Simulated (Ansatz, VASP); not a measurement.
One calculation of Na2N, two programs

```
Na N
1.0
     2.91587    0.00000    0.00000
    -1.45794    2.52522    0.00000
     0.00000    0.00000    6.72956
Na N
2 1
Direct
  0.00000 0.00000 0.69265
  0.00000 0.00000 0.30735
  0.00000 0.00000 0.00000
```

Alike in both runs: task single point; functional PBE; k mesh 6 × 6 × 4; occupations gaussian, width 0.1 eV; no spin polarisation.

|  | VASP | Ansatz |
| --- | --- | --- |
| version | VASP 6.6.1 | Ansatz 0.2.0 |
| potentials or method | VASP PAW PBE potentials, release 64 (Na_pv, N), cutoff 600 eV | scalar-relativistic, plane waves, PAW |
| valence electrons in the cell | 19 | 23 |

```csv
,VASP,Ansatz,Ansatz less VASP
gap on the k mesh at the Fermi level (eV),none,none,-
pressure (GPa),10.6,10.5,-0.18
"traceless stress, the component that is largest in VASP (GPa)",12.22,11.74,-0.474
rms of the force components (eV/Å),0.052,0.026,-0.0265
```

Atom by atom the forces differ by 0.026 eV/Å (rms over components). A gap of «none» marks a metal or a gap that the smearing closes. VASP's potentials hold 19 valence electrons a cell and Ansatz's 23, so a difference there can come from the potentials and not from the codes.

The k mesh is coarse, so the values compare programs but aren't converged.
